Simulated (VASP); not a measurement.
Write the native input for VASP 6.6.1 that does the following.

```yaml
Task: single point
Functional: LDA
Potentials_or_basis: VASP PAW LDA potentials, release 64 (Ta_pv)
Cutoff: 520 eV
k_mesh: 26 × 26 × 26
Occupations: gaussian, width 0.1 eV
Spin: no spin polarisation
Dipole_correction: no
Further_INCAR_settings: ALGO = Normal; EDIFF = 1e-07; NBANDS = 12
```

The structure of Ta lies in POSCAR:

```
Ta
1.0
   -1.6267481472      1.6267481472      1.6267481472
    1.6267481472     -1.6267481472      1.6267481472
    1.6267481472      1.6267481472     -1.6267481472
Ta
1
Direct
    0.0000000000      0.0000000000      0.0000000000
```

The input as run:

INCAR

```
SYSTEM = Ta
ALGO = Normal
EDIFF = 1E-7
ENCUT = 520
GGA = CA
ISIF = 2
ISMEAR = 0
LASPH = .True.
LCHARG = .False.
LREAL = .False.
LWAVE = .False.
NBANDS = 12
NELM = 80
PREC = Accurate
SIGMA = 0.1
```

KPOINTS

```
k-points
0
Gamma
  26 26 26
  0 0 0
```

Potentials or basis: VASP PAW LDA potentials, release 64 (Ta_pv).

Launch:

```console
$ cat potpaw_LDA.64/Ta_pv/POTCAR > POTCAR
$ mpirun -np 1 vasp_std > vasp.out
```

Results of the run:

```
Pressure               : 0.8 GPa
Band gap on the k mesh : zero (an odd number of electrons rules out a gap without spin polarisation)
```

Caveat: spin-orbit coupling is left out, which moves the levels of the heavy elements.

Wall time 92 s on 1 thread of Intel Xeon 8259CL, on a shared host, peak memory 0.22 GiB.
